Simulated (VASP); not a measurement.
Pd, 1 atom in the cell. It takes space group Im-3m (No. 229, cubic). Conventional cell: a = 2.974 Å, b = 2.974 Å, c = 2.974 Å, α = 90.00°, β = 90.00°, γ = 90.00°. Pd (site symmetry m-3m) has 14 Pd at 2.58 to 2.97 Å within 3.4 Å.  This cell differs from its parent crystal: volume scaled by 0.85.

- Program: VASP 6.6.1
- Task: single point
- Functional: PBE
- Potentials or basis: VASP PAW PBE potentials, release 64 (Pd)
- Cutoff: 520 eV
- k mesh: 19 × 19 × 19
- Occupations: fermi-dirac, width 0.08 eV
- Spin: no spin polarisation
- Dipole correction: no
- Further INCAR settings: ALGO = Normal; EDIFF = 1e-07; NBANDS = 11

Potentials or basis: VASP PAW PBE potentials, release 64 (Pd).

The run is started by

```sh
$ cat potpaw_PBE.64/Pd/POTCAR > POTCAR
$ mpirun -np 1 vasp_std > vasp.out
```

Hardware: 1 thread of Intel(R) Xeon(R) Platinum 8259CL CPU @ 2.50GHz (Skylake/Cascade Lake), on a shared host.

Q: How long does it take, and how much memory?

A: Wall time 22 s on 1 thread of Intel(R) Xeon(R) Platinum 8259CL CPU @ 2.50GHz (Skylake/Cascade Lake), on a shared host, peak memory 0.14 GiB. Counts: scf iterations 12, k points 220.
